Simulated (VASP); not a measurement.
# InBCl4 (P1) in VASP: a series of runs

InBCl4 is run at these levels: PBE; tasks: single point.

All numbers are computed with VASP 6.6.1; they aren't measurements. Logs are shortened: lines on timing, memory, paths and dates and some standing lists are left out, and cuts for length are marked.

## 1. The cell of the first run

The typed cell holds 6 atoms: a = 5.773 Å, b = 5.773 Å, c = 5.773 Å, α = 60.00°, β = 60.00°, γ = 60.00°.

## 2. Single point, PBE

The input, INCAR:

```
SYSTEM = InBCl4
ALGO = Normal
EDIFF = 1E-6
ENCUT = 520
GGA = PE
ISIF = 2
ISMEAR = 0
LASPH = .True.
LCHARG = .False.
LREAL = .False.
LWAVE = .False.
NBANDS = 31
NELM = 60
PREC = Accurate
SIGMA = 0.1
```

The input, KPOINTS:

```
k-points
0
Gamma
  3 3 3
  0 0 0
```

The input, POSCAR:

```
InBCl4
1.0
    0.0000000000      4.0822750000      4.0822750000
    4.0822750000      0.0000000000      4.0822750000
    4.0822750000      4.0822750000      0.0000000000
Cl B In
4 1 1
Direct
    0.6342010276      0.6783680668      0.6104674477
    0.1026873496      0.6205921943      0.5794462646
    0.6319223962      0.6044764255      0.1195090973
    0.6095944051      0.1112565910      0.6705207268
   -0.0945519349     -0.0107133890      0.0791051558
    0.2487446338      0.2740141220      0.2418911024
```

Potentials or basis: VASP PAW PBE potentials, release 64 (Cl, B, In_d).

On the command line:

```bash
cat potpaw_PBE.64/Cl/POTCAR potpaw_PBE.64/B/POTCAR potpaw_PBE.64/In_d/POTCAR > POTCAR
mpirun -np 1 vasp_std > vasp.out
```

OUTCAR:

```text
SYSTEM = InBCl4
   EDIFF = 1E-6
   ENCUT = 520
   GGA = PE
   ISIF = 2
   ISMEAR = 0
   LASPH = .True.
   LREAL = .False.
   NELM = 60
   PREC = Accurate

 ion  position               nearest neighbor table
   1  0.634  0.678  0.610-   2 2.48   4 2.62   6 3.33
   2  0.103  0.621  0.579-   1 2.48   6 3.01
   3  0.632  0.604  0.120-   6 3.22
   4  0.610  0.111  0.671-   1 2.62   6 3.22
   5  0.905  0.989  0.079-
   6  0.249  0.274  0.242-   2 3.01   3 3.22   4 3.22   1 3.33

  LATTYP: Found a face centered cubic cell.
 ALAT       =     8.1645500000

  Lattice vectors:

 A1 = (   0.0000000000,   4.0822750000,   4.0822750000)
 A2 = (   4.0822750000,   0.0000000000,   4.0822750000)
 A3 = (   4.0822750000,   4.0822750000,   0.0000000000)

Analysis of symmetry for initial positions (statically):
=====================================================================
 Subroutine PRICEL returns:
 Original cell was already a primitive cell.

 Routine SETGRP: Setting up the symmetry group for a
 face centered cubic supercell.

 Subroutine GETGRP returns: Found  1 space group operations
 (whereof  1 operations were pure point group operations)
 out of a pool of 48 trial point group operations.

The static configuration has the point symmetry C_1 .

Analysis of symmetry for dynamics (positions and initial velocities):
=====================================================================
 Subroutine PRICEL returns:
 Original cell was already a primitive cell.

 Routine SETGRP: Setting up the symmetry group for a
 face centered cubic supercell.

 Subroutine GETGRP returns: Found  1 space group operations
 (whereof  1 operations were pure point group operations)
 out of a pool of 48 trial point group operations.

The dynamic configuration has the point symmetry C_1 .

 Subroutine INISYM returns: Found  1 space group operations
 (whereof  1 operations are pure point group operations),
 and found     1 'primitive' translations

----------------------------------------------------------------------------------------

                                     Primitive cell

  volume of cell :     136.0620

  direct lattice vectors                    reciprocal lattice vectors
     0.000000000  4.082275000  4.082275000    -0.122480725  0.122480725  0.122480725
     4.082275000  0.000000000  4.082275000     0.122480725 -0.122480725  0.122480725
     4.082275000  4.082275000  0.000000000     0.122480725  0.122480725 -0.122480725

  length of vectors
     5.773208670  5.773208670  5.773208670     0.212142838  0.212142838  0.212142838

  position of ions in fractional coordinates (direct lattice)
     0.634201028  0.678368067  0.610467448
     0.102687350  0.620592194  0.579446265
     0.631922396  0.604476426  0.119509097
     0.609594405  0.111256591  0.670520727
     0.905448065  0.989286611  0.079105156
     0.248744634  0.274014122  0.241891102

  ion indices of the primitive-cell ions
   primitive index   ion index
                 1           1
                 2           2
                 3           3
                 4           4
                 5           5
                 6           6

----------------------------------------------------------------------------------------

 KPOINTS: k-points

Automatic generation of k-mesh.
 Grid dimensions read from file:
 generate k-points for:    3    3    3

 Generating k-lattice:

  Cartesian coordinates                     Fractional coordinates (reciprocal lattice)
    -0.040826908  0.040826908  0.040826908     0.333333333  0.000000000  0.000000000
     0.040826908 -0.040826908  0.040826908     0.000000000  0.333333333  0.000000000
     0.040826908  0.040826908 -0.040826908     0.000000000  0.000000000  0.333333333

  Length of vectors
     0.070714279  0.070714279  0.070714279

  Shift w.r.t. Gamma in fractional coordinates (k-lattice)
     0.000000000  0.000000000  0.000000000

 Subroutine IBZKPT returns following result:
 ===========================================

 Found     14 irreducible k-points:

 Following reciprocal coordinates:
            Coordinates               Weight
  0.000000  0.000000  0.000000      1.000000
  0.333333  0.000000  0.000000      2.000000
  0.000000  0.333333  0.000000      2.000000
  0.000000  0.000000  0.333333      2.000000
  0.333333  0.333333  0.333333      2.000000
  0.333333  0.333333  0.000000      2.000000
  0.000000  0.333333  0.333333      2.000000
  0.333333  0.000000  0.333333      2.000000
 -0.333333  0.333333  0.000000      2.000000
  0.000000 -0.333333  0.333333      2.000000
  0.333333  0.000000 -0.333333      2.000000
  0.333333  0.333333 -0.333333      2.000000
 -0.333333  0.333333 -0.333333      2.000000
  0.333333 -0.333333 -0.333333      2.000000
   k-points           NKPTS =     14   k-points in BZ     NKDIM =     14   number of bands    NBANDS=     31
   number of dos      NEDOS =    301   number of ions     NIONS =      6
   total plane-waves  NPLWV = 110592
   dimension x,y,z NGX =    48 NGY =   48 NGZ =   48
   dimension x,y,z NGXF=    96 NGYF=   96 NGZF=   96
   ions per type =               4   1   1
   NGX,Y,Z   is equivalent  to a cutoff of  13.82, 13.82, 13.82 a.u.
   NGXF,Y,Z  is equivalent  to a cutoff of  27.64, 27.64, 27.64 a.u.
 SYSTEM =  InBCl4
   PREC   = accura    normal or accurate (medium, high low for compatibility)
   ISTART =      0    job   : 0-new  1-cont  2-samecut
   ICHARG =      2    charge: 1-file 2-atom 10-const
   ISPIN  =      1    spin polarized calculation?
   LNONCOLLINEAR =      F non collinear calculations
   LSORBIT =      F    spin-orbit coupling
   LASPH  =      T    aspherical Exc in radial PAW
   ENCUT  =  520.0 eV  38.22 Ry    6.18 a.u.  10.73 10.73 10.73*2*pi/ulx,y,z
   NELM   =     60;   NELMIN=  2; NELMDL= -5     # of ELM steps
   EDIFF  = 0.1E-05   stopping-criterion for ELM
   LREAL  =      F    real-space projection
   EDIFFG = 0.1E-04   stopping-criterion for IOM
   NSW    =      0    number of steps for IOM
   IBRION =     -1    ionic relax: 0-MD 1-quasi-New 2-CG
   NFREE  =      0    steps in history (QN), initial steepest desc. (CG)
   ISIF   =      2    stress and relaxation
   ISYM   =      2    0-nonsym 1-usesym 2-fastsym
   POTIM  = 0.5000    time-step for ionic-motion
   TEBEG  =    0.0;   TEEND  =   0.0 temperature during run
   PSTRESS=    0.0 pullay stress
   NELECT =      44.0000    total number of electrons
   NUPDOWN=      -1.0000    fix difference up-down
   EMIN   =  10.00;   EMAX   =-10.00  energy-range for DOS
   EFERMI =   0.00;   METHOD = LEGACY
   ISMEAR =     0;   SIGMA  =   0.10  broadening in eV -4-tet -1-fermi 0-gaus
   EFERMI_NEDOS =   21; number of points for ismear=-14 and -15
   IALGO  =     38    algorithm
   IMIX   =      4    mixing-type and parameters
     AMIX     =   0.40;   BMIX     =  1.00
     AMIX_MAG =   1.60;   BMIX_MAG =  1.00
  volume/ion in A,a.u.               =      22.68       153.03
  Fermi-wavevector in a.u.,A,eV,Ry     =   1.123691  2.123468 17.179816  1.262681
  Thomas-Fermi vector in A             =   2.260358
   LORBIT       =      0    0 simple, 1 ext, 2 COOP (PROOUT), +10 PAW based schemes
   GGA     = PE    functional components
   LHFCALC =     F    Hartree Fock is set to
   AEXX    =    0.0000 exact exchange contribution
   IVDW    =     0    specifies the selected vdW correction
   LEPSILON=     F    determine dielectric tensor
   LRPA    =     F    only Hartree local field effects (RPA)
 non-spin polarized calculation
 Gauss-broadening in eV      SIGMA  =   0.10
  energy-cutoff  :      520.00
  volume of cell :      136.06
 maximum number of plane-waves:      3695
 NGX is ok and might be reduce to    48
   NGX = 21   NGY = 21   NGZ = 21

 number of electron      44.0000001 magnetization

 Free energy of the ion-electron system (eV)
  ---------------------------------------------------
  ext. energy  EPLUGINS =         0.00000000
  ---------------------------------------------------
  free energy    TOTEN  =       -11.19136627 eV

  energy without entropy =      -11.15137776  energy(sigma->0) =      -11.17137201

 E-fermi :   3.0091     XC(G=0):  -9.1657

 val. band max:        2.9998701091   @ k =   0.0000   0.0000   0.3333
 cond. band min:       3.0121134655   @ k =   0.3333   0.3333  -0.3333
 fundamental gap:      0.0122433564
 Fermi energy:         3.0090909651

 k-point     1 :       0.0000    0.0000    0.0000
  band No.  band energies     occupation
      1     -13.2562      2.00000
      2     -11.1587      2.00000
      3     -11.1062      2.00000
      4     -10.8924      2.00000
      5     -10.7463      2.00000
      6     -10.7363      2.00000
[... 23 lines left out ...]
     30      11.7972      0.00000
     31      11.9055      0.00000

 k-point     2 :       0.3333    0.0000    0.0000
  band No.  band energies     occupation
      1     -13.0253      2.00000
      2     -11.6928      2.00000
      3     -10.9466      2.00000
      4     -10.9119      2.00000
      5     -10.7402      2.00000
      6     -10.7297      2.00000
[... 23 lines left out ...]
     30      11.8468      0.00000
     31      12.1587      0.00000

 k-point     3 :       0.0000    0.3333    0.0000
  band No.  band energies     occupation
      1     -13.0677      2.00000
      2     -11.4220      2.00000
      3     -11.0963      2.00000
      4     -10.9886      2.00000
      5     -10.7447      2.00000
      6     -10.7329      2.00000
[... 23 lines left out ...]
     30      11.9537      0.00000
     31      12.3245      0.00000

 k-point     4 :       0.0000    0.0000    0.3333
  band No.  band energies     occupation
      1     -13.0606      2.00000
      2     -11.4217      2.00000
      3     -11.0916      2.00000
      4     -11.0134      2.00000
      5     -10.7453      2.00000
      6     -10.7289      2.00000
[... 295 lines left out ...]
     30      11.8648      0.00000
     31      11.9658      0.00000

 k-point    13 :      -0.3333    0.3333   -0.3333
  band No.  band energies     occupation
      1     -12.8851      2.00000
      2     -11.6774      2.00000
      3     -11.2113      2.00000
      4     -10.8743      2.00000
      5     -10.7455      2.00000
      6     -10.7277      2.00000
[... 23 lines left out ...]
     30      11.6552      0.00000
     31      12.1696      0.00000

 k-point    14 :       0.3333   -0.3333   -0.3333
  band No.  band energies     occupation
      1     -12.8353      2.00000
      2     -11.8792      2.00000
      3     -11.0248      2.00000
      4     -10.9046      2.00000
      5     -10.7449      2.00000
      6     -10.7311      2.00000
[... 23 lines left out ...]
     30      11.6683      0.00000
     31      12.0021      0.00000

------------------------ aborting loop because EDIFF is reached ----------------------------------------

  FORCE on cell =-STRESS in cart. coord.  units (eV):
  Direction    XX          YY          ZZ          XY          YZ          ZX
  --------------------------------------------------------------------------------------
  -------------------------------------------------------------------------------------
  Total        5.6901140      3.1570465      1.5728900     -0.0032388      0.4059755     -0.0288297
  in kB       67.0030821     37.1753265     18.5213302     -0.0381384      4.7805039     -0.3394797
  external PRESSURE =      40.8999130 kB  Pullay stress =       0.0000000 kB

 VOLUME and BASIS-vectors are now :
 -----------------------------------------------------------------------------
  energy-cutoff  :      520.00
  volume of cell :      136.06
      direct lattice vectors                 reciprocal lattice vectors
     0.000000000  4.082275000  4.082275000    -0.122480725  0.122480725  0.122480725
     4.082275000  0.000000000  4.082275000     0.122480725 -0.122480725  0.122480725
     4.082275000  4.082275000  0.000000000     0.122480725  0.122480725 -0.122480725

 POSITION                                       TOTAL-FORCE (eV/Angst)
 -----------------------------------------------------------------------------------
      5.26138      5.08108      5.35827        -1.330681     -1.534950     -0.615024
      4.89889      2.78466      2.95263        -0.652586      0.262212      0.747819
      2.95551      3.06755      5.04732         0.272215      1.096921     -0.310354
      3.19143      5.22578      2.94271         1.300236     -0.010001      0.975648
      4.36147      4.01922      7.73483         0.466277      0.178385     -0.819337
      2.10607      2.00291      2.13404        -0.055460      0.007434      0.021248
 -----------------------------------------------------------------------------------
    total drift:                                0.000013     -0.000309     -0.000003

  FREE ENERGIE OF THE ION-ELECTRON SYSTEM (eV)
  ---------------------------------------------------
  free  energy   TOTEN  =       -11.1913662667 eV

  energy  without entropy=      -11.1513777561  energy(sigma->0) =      -11.17137201
```

It took 2.8 min on 1 thread of AMD EPYC 7R13, shared host; peak memory 0.3 GiB.

Results:

- Free energy: -11.1914 eV
- Pressure: 4.1 GPa
- Largest force: 2.123 eV/Å
- Band gap on the k mesh: zero (band 22 reaches 3.10 eV, above the bottom of band 23 at 2.83 eV)

Forces on the atoms (eV/Å):
```
Cl  -1.331 -1.535 -0.615
Cl  -0.653  0.262  0.748
Cl   0.272  1.097 -0.310
Cl   1.300 -0.010  0.976
B    0.466  0.178 -0.819
In  -0.055  0.007  0.021
```

Stress tensor (GPa, compression positive):
```
 6.70  0.00 -0.03
 0.00  3.72  0.48
-0.03  0.48  1.85
```

Caveat: the k points lie up to 0.44 Å⁻¹ apart; spin-orbit coupling is left out, which moves the levels of the heavy elements; forces of over 1 eV/Å act on the atoms, so gaps and moduli don't describe the material at rest.

## 3. Single point, PBE

The input, INCAR:

```
  PREC = Accurate
  ENCUT = 520
  EDIFF = 1E-6
  ISMEAR = 0
  SIGMA = 0.1
  LREAL = F
  LASPH = T
  NELM = 80
  ALGO = Normal
  ISIF = 2
  LWAVE = F
  LCHARG = F
  GGA = PE
  NBANDS = 31
```

The input, KPOINTS:

```
Automatic mesh
0
Gamma
  3 3 3
```

The input, POSCAR:

```
InBCl4
1.0
    0.0000000000      4.0822750000      4.0822750000
    4.0822750000      0.0000000000      4.0822750000
    4.0822750000      4.0822750000      0.0000000000
Cl B In
4 1 1
Direct
    0.6228383683      0.7226743666      0.5417737659
    0.1236673179      0.6154773992      0.5042004765
    0.6635975038      0.5747864855      0.1421642344
    0.5851107532      0.1481916333      0.7069619269
   -0.2755186752     -0.0876329988      0.2611622196
    0.2364097225      0.3031759252      0.2264880489
```

Potentials or basis: VASP PAW PBE potentials, release 64 (Cl, B, In_d).

On the command line:

```bash
cat potpaw_PBE.64/Cl/POTCAR potpaw_PBE.64/B/POTCAR potpaw_PBE.64/In_d/POTCAR > POTCAR
mpirun -np 1 vasp_std > vasp.out
```

Run time: 2.7 min. Hardware: 1 thread of AMD EPYC 7R13, shared host; peak memory 0.3 GiB.

It converged, with:

| Item | Value |
| --- | --- |
| Free energy | -12.2682 eV |
| Pressure | 14.1 GPa |
| Largest force | 12.562 eV/Å |
| Band gap on the k mesh | zero (band 22 reaches 3.00 eV, above the bottom of band 23 at 2.97 eV) |

Forces in eV/Å, atoms in the order of the input:
```
Cl    4.336   5.374 -10.494
Cl   -0.122   0.490   0.845
Cl   -1.979   0.262   0.974
Cl    0.769   0.463   0.251
B    -2.203  -6.351   8.166
In   -0.800  -0.237   0.260
```

Stress tensor (GPa, compression positive):
```
 9.17  3.63 -3.95
 3.63 13.78 -7.55
-3.95 -7.55 19.24
```

Levels at points of the mesh, in eV from the Fermi level:
```
           k point  band 20  band 21  band 22  band 23  band 24  band 25
(0.00, 0.00, 0.00)    -0.94    -0.52    -0.36     0.09     1.60     3.16
```

Caveat: the k points lie up to 0.44 Å⁻¹ apart; spin-orbit coupling is left out, which moves the levels of the heavy elements; forces of over 1 eV/Å act on the atoms, so gaps and moduli don't describe the material at rest.

## 4. Single point, PBE

The input, INCAR:

```
SYSTEM = InBCl4
PREC = Accurate ; ENCUT = 520
EDIFF = 1E-7 ; ISMEAR = 0
SIGMA = 0.1 ; LREAL = .False.
LASPH = .True. ; NELM = 100
ALGO = Normal ; ISIF = 2
LWAVE = .False. ; LCHARG = .False.
GGA = PE ; NBANDS = 31
```

The input, KPOINTS:

```
Automatic mesh
0
Gamma
  3 3 3
  0 0 0
```

The input, POSCAR:

```
InBCl4
1.0
    0.0000000000      4.0822750000      4.0822750000
    4.0822750000      0.0000000000      4.0822750000
    4.0822750000      4.0822750000      0.0000000000
Cl B In
4 1 1
Direct
    0.5052742650      0.7464324427      0.6003129383
    0.1784775646      0.6105545315      0.4227996644
    0.7727985008      0.5207993092      0.1218068356
    0.5598453068      0.1838221335      0.7399933860
   -0.4100772241     -0.0209816830      0.1683830707
    0.2280218751      0.3196661175      0.2036881396
```

On the command line:

```bash
cat potpaw_PBE.64/Cl/POTCAR potpaw_PBE.64/B/POTCAR potpaw_PBE.64/In_d/POTCAR > POTCAR
mpirun -np 1 vasp_std > vasp.out
```

Run time: 2.8 min. Hardware: 1 thread of AMD EPYC 7R13, shared host; peak memory 0.31 GiB.

Results (log left out):

```
Free energy            : -15.2592 eV
Pressure               : 6.8 GPa
Largest force          : 3.248 eV/Å
Band gap on the k mesh : 0.24 eV, indirect (least direct gap 0.54 eV)
```

Forces in eV/Å, atoms in the order of the input:
```
Cl   0.233 -0.921  1.912
Cl   0.388 -1.286 -0.405
Cl  -0.299  0.347  1.611
Cl  -1.078  2.189 -0.922
B   -1.944  1.474 -2.116
In   2.701 -1.803 -0.080
```

Stress tensor (GPa, compression positive):
```
11.01 -4.70  0.56
-4.70  4.46  1.95
 0.56  1.95  4.89
```

Levels at points of the mesh, in eV from the valence-band top:
```
           k point  band 19  band 20  band 21  band 22  band 23  band 24  band 25  band 26
(0.00, 0.00, 0.00)    -1.51    -0.94    -0.68    -0.33     0.24     2.68     3.07     4.44
```

Caveat: the k points lie up to 0.44 Å⁻¹ apart; spin-orbit coupling is left out, which moves the levels of the heavy elements; forces of over 1 eV/Å act on the atoms, so gaps and moduli don't describe the material at rest.
